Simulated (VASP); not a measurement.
Input of a VASP 6.6.1 run:

The input POSCAR:

```
MgAl2P2
1.0
    3.6859820000      0.0000000000      0.0000000000
   -1.8429910000      3.1921570000      0.0000000000
    0.0000000000      0.0000000000      6.3492330000
Al P Mg
2 2 1
Direct
    0.3333300000      0.6666700000      0.3773000000
    0.6666700000      0.3333300000      0.6227000000
    0.3333300000      0.6666700000      0.7346000000
    0.6666700000      0.3333300000      0.2654000000
    0.0000000000      0.0000000000      0.0000000000
```

Contents of INCAR.step1:

```
SYSTEM = MgAl2P2
ALGO     = Normal         ! electronic algorithm
EDIFF    = 1E-5           ! SCF threshold, eV
ENCUT    = 660            ! plane-wave cutoff, eV
GGA      = PE             ! functional
GGA_COMPAT= .False.      
ISMEAR   = -1             ! smearing method
LASPH    = .True.         ! aspherical terms in the spheres
LCHARG   = .False.        ! write CHGCAR
LREAL    = .False.        ! projectors in reciprocal space
LWAVE    = .True.         ! write WAVECAR
NBANDS   = 17             ! bands
NELM     = 120            ! most SCF steps
PREC     = Accurate       ! precision mode
SIGMA    = 0.1            ! smearing width, eV
```

Contents of INCAR.step2:

```
SYSTEM = MgAl2P2
ALGO     = Normal         ! electronic algorithm
EDIFF    = 1E-6           ! SCF threshold, eV
ENCUT    = 660            ! plane-wave cutoff, eV
GGA_COMPAT= .False.      
ISIF     = 2              ! what is computed and relaxed
ISMEAR   = -1             ! smearing method
ISTART   = 1            
LASPH    = .True.         ! aspherical terms in the spheres
LCHARG   = .False.        ! write CHGCAR
LMIXTAU  = .True.       
LREAL    = .False.        ! projectors in reciprocal space
LWAVE    = .False.        ! write WAVECAR
METAGGA  = R2SCAN         ! meta-GGA
NBANDS   = 17             ! bands
NELM     = 120            ! most SCF steps
PREC     = Accurate       ! precision mode
SIGMA    = 0.1            ! smearing width, eV
```

KPOINTS

```
k-points
0
Gamma
  6 6 3
  0 0 0
```

Potentials or basis: VASP PAW PBE potentials, release 64 (Al, P, Mg).

Launch:

```console
$ cat potpaw_PBE.64/Al/POTCAR potpaw_PBE.64/P/POTCAR potpaw_PBE.64/Mg/POTCAR > POTCAR
$ cp INCAR.step1 INCAR
$ mpirun -np 1 vasp_std > vasp.out
$ cp INCAR.step2 INCAR
$ mpirun -np 1 vasp_std > vasp.out
```

Question: What does it give for the largest force?

Answer: 2.636 eV/Å.

Question: Estimate the pressure.

Answer: 24.9 GPa.

Question: What does it give for the band gap on the k mesh?

Answer: Zero (band 9 reaches 10.06 eV, above the bottom of band 10 at 8.81 eV).

Forces in eV/Å, atoms in the order of the input:
```
Al   0.001  0.000 -0.734
Al  -0.001  0.000  0.734
P    0.000  0.000  2.636
P    0.000  0.000 -2.636
Mg   0.000  0.000  0.000
```

Caveat: the PAW data sets were made with another functional, which shifts forces and pressure a little.
